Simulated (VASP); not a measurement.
A run of VASP 6.6.1:

Contents of INCAR:

```
PREC = Accurate ; ENCUT = 520
EDIFF = 1E-7 ; ISMEAR = 0
SIGMA = 0.01 ; LREAL = F
LASPH = T ; NELM = 100
ALGO = Normal ; ISIF = 2
LWAVE = F ; LCHARG = F
GGA = PE ; IBRION = 2
NSW = 80 ; EDIFFG = -5E-4
```

Contents of KPOINTS:

```
regular mesh
0
Gamma
  8 8 5
```

File POSCAR:

```
ZnO
1.0
    3.2494000000      0.0000000000      0.0000000000
   -1.6247000000      2.8140629471      0.0000000000
    0.0000000000      0.0000000000      5.2038000000
Zn O
2 2
Direct
    0.3333333333      0.6666666667      0.0000000000
    0.6666666667      0.3333333333      0.5000000000
    0.3333333333      0.6666666667      0.3821000000
    0.6666666667      0.3333333333      0.8821000000
```

Potentials or basis: VASP PAW PBE potentials, release 64 (Zn, O).

The run is started by

```bash
$ cat potpaw_PBE.64/Zn/POTCAR potpaw_PBE.64/O/POTCAR > POTCAR
$ mpirun -np 1 vasp_std > vasp.out
```

Hardware: 1 thread of Intel Xeon 6975P-C (shared host).

**Question.** Estimate the wall time of this run.

**Answer.** It took 2.1 min on 1 thread of Intel Xeon 6975P-C, with other jobs on the host, peak memory 0.17 GiB. Counts: scf iterations 30, k points 30, ion steps 4.
